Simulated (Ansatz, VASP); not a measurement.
SnSe in VASP and in Ansatz

POSCAR

```
SnSe
1.0
   -4.2853274191      0.0000000000      0.0000000000
    0.0000000000     -4.2853274191      0.0000000000
    0.0000000000      0.0000000000     13.9906921300
Sn Se
2 2
Direct
    0.5000000000      0.0000000000      0.2924126635
    0.0000000000      0.5000000000      0.4931590600
    0.5000000000      0.0000000000      0.4839432039
    0.0000000000      0.5000000000      0.3016285196
```

The input INCAR.step1:

```
SYSTEM = SnSe
ALGO = Normal
EDIFF = 1E-4
ENCUT = 520
GGA = PE
ISMEAR = 0
LASPH = .TRUE.
LCHARG = .FALSE.
LREAL = .FALSE.
LWAVE = .TRUE.
NBANDS = 28
NELM = 100
PREC = Accurate
SIGMA = 0.05
```

File INCAR.step2:

```
SYSTEM = SnSe
ALGO = Normal
EDIFF = 1E-6
ENCUT = 520
ISIF = 2
ISMEAR = 0
ISTART = 1
LASPH = .TRUE.
LCHARG = .FALSE.
LMIXTAU = .TRUE.
LREAL = .FALSE.
LWAVE = .FALSE.
METAGGA = R2SCAN
NBANDS = 28
NELM = 100
PREC = Accurate
SIGMA = 0.05
```

The input KPOINTS:

```
k-points
0
G
  6 6 3
  0 0 0
```

Input for Ansatz:

```yaml
crystal:
  lattice:
    - [-4.2853274191, 0.0, 0.0]
    - [0.0, -4.2853274191, 0.0]
    - [0.0, 0.0, 13.99069213]
  atoms:
    - { symbol: Sn, position: [0.5, 0.0, 0.2924126635] }
    - { symbol: Sn, position: [0.0, 0.5, 0.49315906] }
    - { symbol: Se, position: [0.5, 0.0, 0.4839432039] }
    - { symbol: Se, position: [0.0, 0.5, 0.3016285196] }
basis:
  ecutwfc: 500
kpoints:
  mp_grid: { grid: [6, 6, 3] }
hamiltonian:
  xc: r2scan
scf:
  occupations: { method: gaussian, width: 0.05 }
output:
  forces: true
  stress: true
  eigenvalues: true
```

Alike in both runs: task single point; functional r2SCAN; k mesh 6 × 6 × 3; occupations gaussian, width 0.05 eV; no spin polarisation.

```csv
,VASP,Ansatz
version,VASP 6.6.1,Ansatz 0.2.0
potentials or method,"VASP PAW PBE potentials, release 64 (Sn_d, Se), cutoff 520 eV","scalar-relativistic, plane waves, PAW"
valence electrons in the cell,40,60
```

```tsv
	VASP	Ansatz	Ansatz less VASP
gap on the k mesh at the Fermi level (eV)	1.77	1.78	+0.006
least direct gap on the mesh (eV)	1.77	1.78	+0.006
rms of the force components (eV/Å)	0.007	0.006	-0.0013
```

VASP's potentials were made for PBE, not for r2SCAN. Atom by atom the forces differ by 0.008 eV/Å (rms over components). With one functional, cell and mesh, what is left measures potentials, basis and numerics. VASP's potentials hold 40 valence electrons a cell and Ansatz's 60, so a difference there can come from the potentials and not from the codes.
